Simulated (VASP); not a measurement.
A run of VASP 6.6.1 is set up as follows.

Contents of INCAR:

```
PREC = Accurate
ENCUT = 600
EDIFF = 1E-6
ISMEAR = -1
SIGMA = 0.05
LREAL = False
LASPH = True
NELM = 150
ALGO = Normal
ISIF = 3
LWAVE = False
LCHARG = False
ISPIN = 2
MAGMOM = 0 2 0 0 0
LORBIT = 11
LMAXMIX = 4
GGA = PE
IBRION = 2
NSW = 60
EDIFFG = -0.01
```

Contents of KPOINTS:

```
Automatic mesh
0
Gamma
  7 7 7
```

Contents of POSCAR:

```
SrVO3
1.0
    3.8409000000      0.0000000000      0.0000000000
    0.0000000000      3.8409000000      0.0000000000
    0.0000000000      0.0000000000      3.8409000000
Sr V O
1 1 3
Direct
    0.5000000000      0.5000000000      0.5000000000
    0.0000000000      0.0000000000      0.0000000000
    0.0000000000      0.0000000000      0.5000000000
    0.0000000000      0.5000000000      0.0000000000
    0.5000000000      0.0000000000      0.0000000000
```

Potentials or basis: VASP PAW PBE potentials, release 64 (Sr_sv, V_sv, O).

Run with:

```bash
$ cat potpaw_PBE.64/Sr_sv/POTCAR potpaw_PBE.64/V_sv/POTCAR potpaw_PBE.64/O/POTCAR > POTCAR
$ mpirun -np 1 vasp_std > vasp.out
```

(1) Estimate the net moment.

(2) Predict the relaxed volume.

(3) Predict the space group after relaxing (to 0.1 Å).

Answers

(1) 0.00 μB per cell.

(2) 11.52 Å³/atom.

(3) Pm-3m (No. 221).

Caveat: the moments typed at the start vanished in this run.
